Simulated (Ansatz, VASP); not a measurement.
# MoS2: VASP beside Ansatz

```
Mo S
1.0
     1.54611    0.89265    6.17330
    -1.54611    0.89265    6.17330
     0.00000   -1.78530    6.17330
Mo S
1 2
Direct
  0.00000 0.00000 0.00000
  0.75174 0.75174 0.75174
  0.24826 0.24826 0.24826
```

Alike in both runs: task single point; functional PBEsol; k mesh 8 × 8 × 8; occupations gaussian, width 0.05 eV; non-collinear spin, spin-orbit coupling.

|  | VASP | Ansatz |
| --- | --- | --- |
| version | VASP 6.6.1 | Ansatz 0.2.0 |
| potentials or method | VASP PAW PBE potentials, release 64 (Mo_sv, S), cutoff 520 eV | plane waves, PAW |
| valence electrons in the cell | 26 | 26 |

Ansatz gave:

- pressure (GPa): 5.4
- traceless stress, the component that is largest in VASP (GPa): 0.79
- rms of the force components (eV/Å): 0.333

Q: What did VASP give for the same quantities?

A: Pressure (GPa): 5.4; traceless stress, the component that is largest in VASP (GPa): 0.78; rms of the force components (eV/Å): 0.335.

VASP's potentials were made for PBE, not for PBEsol. Atom by atom the forces differ by 0.002 eV/Å (rms over components).
